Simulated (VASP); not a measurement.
Wanted: the native input for a VASP 6.6.1 run.

- Task: single point
- Functional: r2SCAN
- Potentials or basis: VASP PAW PBE potentials, release 64 (Mg_sv, O)
- Cutoff: 750 eV
- k mesh: 10 × 10 × 10
- Occupations: gaussian, width 0.05 eV
- Spin: no spin polarisation
- Dipole correction: no
- Mended: yes
- Further INCAR settings: ALGO = Normal; EDIFF = 1e-06; NBANDS = 15

Crystal: MgO.

```
Mg O
1.0
     0.00000    2.13515    2.13515
     2.13515    0.00000    2.13515
     2.13515    2.13515    0.00000
Mg O
1 1
Direct
  0.00000 0.00000 0.00000
  0.49415 0.49415 0.50585
```

This cell differs from its parent crystal: all O atoms moved +0.025 Å, as atom 2 towards its neighbour atom 1 (Mg) at 2.135 Å.

One way to write it, as run:

POSCAR

```
MgO
1.0
    0.0000000000      2.1351500000      2.1351500000
    2.1351500000      0.0000000000      2.1351500000
    2.1351500000      2.1351500000      0.0000000000
Mg O
1 1
Direct
    0.0000000000      0.0000000000      0.0000000000
    0.4941456104      0.4941456104      0.5058543896
```

INCAR.step1

```
  PREC = Accurate
  ENCUT = 750
  ISMEAR = 0
  SIGMA = 0.05
  LREAL = F
  LASPH = T
  NELM = 120
  NBANDS = 15
  GGA = PE
  ALGO = Normal
  EDIFF = 1E-5
  LWAVE = T
  LCHARG = F
  GGA_COMPAT = F
```

INCAR.step2

```
  PREC = Accurate
  ENCUT = 750
  EDIFF = 1E-6
  ISMEAR = 0
  SIGMA = 0.05
  LREAL = F
  LASPH = T
  NELM = 120
  ALGO = Normal
  ISIF = 2
  LWAVE = F
  LCHARG = T
  METAGGA = R2SCAN
  LMIXTAU = T
  LELF = T
  LVHAR = T
  NBANDS = 15
  ISTART = 1
  GGA_COMPAT = F
```

KPOINTS

```
regular mesh
0
Gamma
  10 10 10
```

Potentials or basis: VASP PAW PBE potentials, release 64 (Mg_sv, O).

Launch:

```console
$ cat potpaw_PBE.64/Mg_sv/POTCAR potpaw_PBE.64/O/POTCAR > POTCAR
$ cp INCAR.step1 INCAR
$ mpirun -np 1 vasp_std > vasp.out
$ cp INCAR.step2 INCAR
$ mpirun -np 1 vasp_std > vasp.out
```

It gave:

```yaml
Pressure: -7.0 GPa
Largest_force: 0.116 eV/Å
Band_gap_on_the_k_mesh: 5.24 eV
```

Caveat: the cell differs from its parent crystal (all O atoms moved +0.025 Å, as atom 2 towards its neighbour atom 1 (Mg) at 2.135 Å); the cell stands under tension; the PAW data sets were made with another functional, which shifts forces and pressure a little.

It took 3.3 min on 1 thread of AMD EPYC 9R14 (Zen 4), with other jobs on the host, peak memory 0.16 GiB.
